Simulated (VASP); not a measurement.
MgB2:

```
CELL_PARAMETERS angstrom
3.08500 0.00000 0.00000
-1.54250 2.67169 0.00000
0.00000 0.00000 3.52300
ATOMIC_POSITIONS crystal
Mg 0.00000 0.00000 0.00000
B 0.33333 0.66667 0.50000
B 0.66667 0.33333 0.50000
```

```yaml
Program: VASP 6.6.1
Task: relaxation of cell and atoms
Functional: PBEsol
Potentials_or_basis: VASP PAW PBE potentials, release 64 (Mg, B)
Cutoff: 600 eV
k_mesh: 15 × 15 × 12
Occupations: gaussian, width 0.1 eV
Spin: no spin polarisation
```

At the start: pressure -3.2 GPa; volume 9.68 Å³/atom.

Task: How do energy, volume and symmetry change on relaxing?

Result: Over 6 steps the energy falls by 2.0 meV/atom and the volume is 9.48 Å³/atom (-2.0 %); space group P6/mmm (No. 191, to 0.05 Å).

The path:
```csv
step,energy change (eV),largest force (eV/Å),pressure (GPa),volume (Å³)
1,0.0000,0.0000,-3.19,29.04
2,-0.0051,0.0000,1.30,28.23
3,-0.0061,0.0000,-0.04,28.46
4,-0.0061,0.0000,-0.11,28.48
5,-0.0061,0.0000,-0.08,28.46
6,-0.0061,0.0000,-0.06,28.45
```

Final structure:
```
Mg B
1.0
     3.06286    0.00000    0.00000
    -1.53143    2.65252    0.00000
     0.00000    0.00000    3.50220
Mg B
1 2
Direct
  0.00000 0.00000 0.00000
  0.33333 0.66667 0.50000
  0.66667 0.33333 0.50000
```

Caveat: the PAW data sets were made with another functional, which shifts forces and pressure a little.
